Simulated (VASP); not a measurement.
**Ga8AsP6 (a cell with a defect): single point with PBE**

System: Ga8AsP6 (a cell with a defect).

```
Ga As P
1.0
    -5.50512    5.50512    0.00000
    -5.50512    0.00000    5.50512
     0.00000    5.50512    5.50512
Ga As P
8 1 6
Direct
  0.01248 0.00001 0.50000
  0.48751 0.00000 0.50001
  0.00254 0.49273 0.50218
  0.00254 0.00218 0.99273
  0.49701 0.50874 0.49725
  0.49701 0.99725 0.00874
  0.00102 0.49968 0.99968
  0.49962 0.49968 0.99968
  0.87449 0.87551 0.37551
  0.87468 0.37503 0.37483
  0.87468 0.87483 0.87503
  0.37546 0.37503 0.37483
  0.37546 0.87483 0.87503
  0.87485 0.37515 0.87515
  0.37564 0.37436 0.87436
```

- Program: VASP 6.6.1
- Task: single point
- Functional: PBE
- Potentials or basis: VASP PAW PBE potentials, release 64 (Ga_d, As, P)
- Cutoff: 520 eV
- k mesh: 2 × 2 × 2
- Occupations: gaussian, width 0.02 eV
- Spin: no spin polarisation
- Dipole correction: no
- Further INCAR settings: LREAL = Auto; ALGO = Normal; EDIFF = 1e-07; NBANDS = 82

```json
{"Pressure": "0.2 GPa", "Largest force": "0.032 eV/Å", "Band gap on the k mesh": "zero (an odd number of electrons rules out a gap without spin polarisation)"}
```

Forces in eV/Å, atoms in the order of the input:
```
Ga  -0.022  0.022 -0.006
Ga   0.022 -0.022 -0.006
Ga  -0.004 -0.004 -0.007
Ga   0.004  0.004 -0.007
Ga   0.008  0.008 -0.002
Ga  -0.008 -0.008 -0.002
Ga  -0.007  0.007  0.001
Ga   0.007 -0.007  0.001
As   0.000  0.000  0.013
P    0.001  0.002  0.006
P   -0.002 -0.001  0.006
P    0.002  0.001  0.006
P   -0.001 -0.002  0.006
P    0.000  0.000 -0.015
P    0.000  0.000  0.003
```

Stress tensor (GPa, compression positive):
```
0.09 0.32 0.00
0.32 0.09 0.00
0.00 0.00 0.44
```

Levels at points of the mesh, in eV from the Fermi level:
```tsv
k point	band 67	band 68	band 69	band 70	band 71	band 72
(0.00, 0.00, 0.00)	-0.42	-0.33	-0.28	1.45	1.54	1.57
(0.50, 0.00, 0.00)	-1.15	-0.56	-0.54	0.01	1.94	2.02
(0.00, 0.50, 0.00)	-1.04	-0.73	-0.73	0.01	1.95	2.01
(0.50, 0.50, 0.00)	-1.08	-1.03	-0.55	-0.20	1.64	1.77
(0.00, 0.50, 0.50)	-1.24	-1.17	-0.66	-0.20	1.70	1.89
```

Wall time 4.7 min on 1 thread of AMD EPYC 7R13 Processor (Zen 3) (shared host), peak memory 0.49 GiB.

Caveat: the k points lie up to 0.49 Å⁻¹ apart, too coarse for converged energies and pressures of a metal.
